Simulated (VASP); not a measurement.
Write the native input for VASP 6.6.1 that does the following.

| Property | Result |
| --- | --- |
| Task | single point |
| Functional | r2SCAN |
| Potentials or basis | VASP PAW PBE potentials, release 64 (Cd, S) |
| Cutoff | 520 eV |
| k mesh | 6 × 6 × 4 |
| Occupations | gaussian, width 0.01 eV |
| Spin | no spin polarisation |
| Dipole correction | no |
| Further INCAR settings | ALGO = Normal; EDIFF = 1e-06; NBANDS = 26 |

CdS:

```xyz
4
Lattice="4.1638 0.0000 0.0000 -2.0819 3.6060 0.0000 0.0000 0.0000 6.7662" Properties=species:S:1:pos:R:3 pbc="T T T"
Cd    0.0000    2.4040   -0.0065
Cd    2.0819    1.2020    3.3766
S     0.0000    2.4040    2.5438
S     2.0819    1.2020    5.9270
```

These files were run (other wordings do the same):

POSCAR

```
CdS
1.0
    4.1637940826      0.0000000000      0.0000000000
   -2.0818970413      3.6059514517      0.0000000000
    0.0000000000      0.0000000000      6.7662483140
Cd S
2 2
Direct
    0.3333333333      0.6666666667     -0.0009613637
    0.6666666667      0.3333333333      0.4990386363
    0.3333333333      0.6666666667      0.3759613637
    0.6666666667      0.3333333333      0.8759613637
```

INCAR.step1

```
PREC = Accurate
ENCUT = 520
ISMEAR = 0
SIGMA = 0.01
LREAL = False
LASPH = True
NELM = 100
NBANDS = 26
GGA = PE
ALGO = Normal
EDIFF = 1E-4
LWAVE = True
LCHARG = False
```

INCAR.step2

```
PREC = Accurate
ENCUT = 520
EDIFF = 1E-6
ISMEAR = 0
SIGMA = 0.01
LREAL = False
LASPH = True
NELM = 100
ALGO = Normal
ISIF = 2
LWAVE = False
LCHARG = False
METAGGA = R2SCAN
LMIXTAU = True
NBANDS = 26
ISTART = 1
```

KPOINTS

```
regular mesh
0
Gamma
  6 6 4
```

Potentials or basis: VASP PAW PBE potentials, release 64 (Cd, S).

The run is started by

```bash
$ cat potpaw_PBE.64/Cd/POTCAR potpaw_PBE.64/S/POTCAR > POTCAR
$ cp INCAR.step1 INCAR
$ mpirun -np 1 vasp_std > vasp.out
$ cp INCAR.step2 INCAR
$ mpirun -np 1 vasp_std > vasp.out
```

Results of the run:

```
Pressure               : 0.3 GPa
Band gap on the k mesh : 1.63 eV
```

Caveat: the PAW data sets were made with another functional, which shifts forces and pressure a little.

Run time: 2 min on 1 thread of AMD EPYC 9R45 96-Core Processor (Zen 5), on a shared host, peak memory 0.21 GiB.
